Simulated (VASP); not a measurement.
Here is a VASP 6.6.1 calculation.

File INCAR:

```
SYSTEM = Sb
PREC     = Accurate       ! precision mode
ENCUT    = 520            ! plane-wave cutoff, eV
EDIFF    = 1E-8           ! SCF threshold, eV
ISMEAR   = -1             ! smearing method
SIGMA    = 0.05           ! smearing width, eV
LREAL    = .False.        ! projectors in reciprocal space
LASPH    = .True.         ! aspherical terms in the spheres
NELM     = 80             ! most SCF steps
ALGO     = Normal         ! electronic algorithm
ISIF     = 2              ! what is computed and relaxed
LWAVE    = .False.        ! write WAVECAR
LCHARG   = .False.        ! write CHGCAR
GGA      = PS             ! functional
LEFG     = .True.       
NBANDS   = 8              ! bands
```

The input KPOINTS:

```
regular mesh
0
Gamma
  12 12 12
  0 0 0
```

POSCAR

```
Sb
1.0
    3.1758439183      0.0000000000      0.0000000000
    0.0000000000      3.1758439183      0.0000000000
    0.0000000000      0.0000000000      3.0833436100
Sb
1
Direct
    0.0000000000      0.0000000000      0.0000000000
```

Potentials or basis: VASP PAW PBE potentials, release 64 (Sb).

Launch:

```bash
$ cat potpaw_PBE.64/Sb/POTCAR > POTCAR
$ mpirun -np 1 vasp_std > vasp.out
```

Problem. Predict the pressure.

Solution. -4.0 GPa.

Stress tensor (GPa, compression positive):
```
-4.80  0.00  0.00
 0.00 -4.80  0.00
 0.00  0.00 -2.48
```

Caveat: the cell differs from its parent crystal (x and y stretched by +3 %, z held); without QUAD_EFG the Cq values of the log hold for a quadrupole moment of 1 mb, not for the nuclei; the PAW data sets were made with another functional, which shifts forces and pressure a little.
